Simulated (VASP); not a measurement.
Input of a VASP 6.6.1 run:

File INCAR:

```
ALGO = Normal
EDIFF = 1E-7
ENCUT = 520
GGA = PE
ISIF = 2
ISMEAR = 0
ISPIN = 2
LASPH = True
LCHARG = True
LELF = True
LORBIT = 11
LREAL = False
LVHAR = True
LWAVE = False
MAGMOM = 0 0 1
NBANDS = 27
NELM = 150
PREC = Accurate
SIGMA = 0.1
```

File KPOINTS:

```
k-points
0
Gamma
  4 4 6
```

File POSCAR:

```
In2O
1.0
    4.1132436700      0.0000000000      0.0000000000
    0.0000000000      4.1132436700      0.0000000000
    0.0000000000      0.0000000000      2.9085024900
In O
2 1
Direct
    0.0000000000      0.5000000000      0.0000000000
    0.5000000000      0.0000000000      0.0000000000
    0.5000000000      0.5000000000      0.5000000000
```

Potentials or basis: VASP PAW PBE potentials, release 64 (In_d, O).

Launch:

```bash
$ cat potpaw_PBE.64/In_d/POTCAR potpaw_PBE.64/O/POTCAR > POTCAR
$ mpirun -np 1 vasp_std > vasp.out
```

Q: Predict the pressure.

A: 18.8 GPa.

Q: Predict the band gap on the k mesh.

A: Zero (filled and empty bands overlap).

Q: What does it give for the net moment?

A: 0.00 μB per cell.

Stress tensor (GPa, compression positive):
```
17.19  0.00  0.00
 0.00 17.19  0.00
 0.00  0.00 22.05
```

Caveat: the k points lie up to 0.38 Å⁻¹ apart; spin-orbit coupling is left out, which moves the levels of the heavy elements.
